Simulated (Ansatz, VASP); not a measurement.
## One calculation of BN, two programs

```
CELL_PARAMETERS angstrom
2.48834 0.00000 0.00000
-1.24417 2.15497 0.00000
0.00000 0.00000 6.49548
ATOMIC_POSITIONS crystal
B 0.33359 0.66641 0.25000
B 0.66641 0.33359 0.75000
N 0.33422 0.66578 0.75000
N 0.66578 0.33422 0.25000
```

Alike in both runs: task single point; functional PBE; k mesh 13 × 13 × 5; no spin polarisation.

|  | VASP | Ansatz |
| --- | --- | --- |
| version | VASP 6.6.1 | Ansatz 0.2.0 |
| potentials or method | VASP PAW PBE potentials, release 64 (B, N), cutoff 600 eV | plane-wave PAW DFT |
| occupations | gaussian, width 0.01 eV | fixed |
| valence electrons in the cell | 16 | 16 |

```tsv
	VASP	Ansatz	Ansatz less VASP
gap on the k mesh at the Fermi level (eV)	4.27	4.27	+0.003
```
